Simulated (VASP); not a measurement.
The system is CuI.

```
CELL_PARAMETERS angstrom
3.73317 -3.71109 0.00000
3.73317 3.71109 0.00000
0.00000 0.00000 4.30700
ATOMIC_POSITIONS crystal
Cu 0.42044 0.57956 0.75000
Cu 0.57956 0.42044 0.25000
I 0.77004 0.22996 0.75000
I 0.22996 0.77004 0.25000
```

```yaml
Program: VASP 6.6.1
Task: relaxation of cell and atoms
Functional: PBEsol
Potentials_or_basis: VASP PAW PBE potentials, release 64 (Cu, I)
Cutoff: 600 eV
k_mesh: 4 × 4 × 4
Occupations: gaussian, width 0.01 eV
Spin: no spin polarisation
```

At the start: pressure -1.1 GPa; volume 29.83 Å³/atom.

Where does the relaxation end?

Over 18 steps the energy falls by 6.7 meV/atom and the volume is 26.73 Å³/atom (-10.4 %); space group Cmcm (No. 63, to 0.1 Å) before and after.

The path:
| step | energy change (eV) | largest force (eV/Å) | pressure (GPa) | volume (Å³) |
| --- | --- | --- | --- | --- |
| 1 | 0.0000 | 0.1476 | -1.13 | 119.34 |
| 2 | -0.0048 | 0.2522 | 0.67 | 115.74 |
| 3 | -0.0097 | 0.0793 | -0.10 | 117.21 |
| 4 | -0.0112 | 0.0661 | -0.11 | 116.73 |
| 5 | -0.0142 | 0.0297 | -0.09 | 115.28 |
| 6 | -0.0128 | 0.1003 | 0.00 | 112.42 |
| 7 | -0.0149 | 0.0356 | -0.08 | 114.26 |
| 8 | -0.0160 | 0.0398 | -0.08 | 113.85 |
| 9 | -0.0189 | 0.0520 | -0.06 | 112.65 |
| 10 | -0.0230 | 0.0737 | -0.01 | 110.25 |
| 11 | -0.0232 | 0.1101 | 0.21 | 105.48 |
| 12 | -0.0245 | 0.0922 | 0.08 | 107.74 |
| 13 | -0.0257 | 0.0667 | -0.18 | 107.74 |
| 14 | -0.0258 | 0.0577 | -0.24 | 107.74 |
| 15 | -0.0266 | 0.0245 | -0.11 | 107.31 |
| 16 | -0.0268 | 0.0152 | -0.02 | 107.01 |
| 17 | -0.0268 | 0.0171 | -0.01 | 106.97 |
| 18 | -0.0269 | 0.0090 | -0.01 | 106.92 |

Final structure:
```
CELL_PARAMETERS angstrom
3.48966 -3.55957 0.00000
3.48966 3.55957 0.00000
0.00000 0.00000 4.30360
ATOMIC_POSITIONS crystal
Cu 0.41587 0.58413 0.75000
Cu 0.58413 0.41587 0.25000
I 0.77905 0.22095 0.75000
I 0.22095 0.77905 0.25000
```

Caveat: the PAW data sets were made with another functional, which shifts forces and pressure a little.
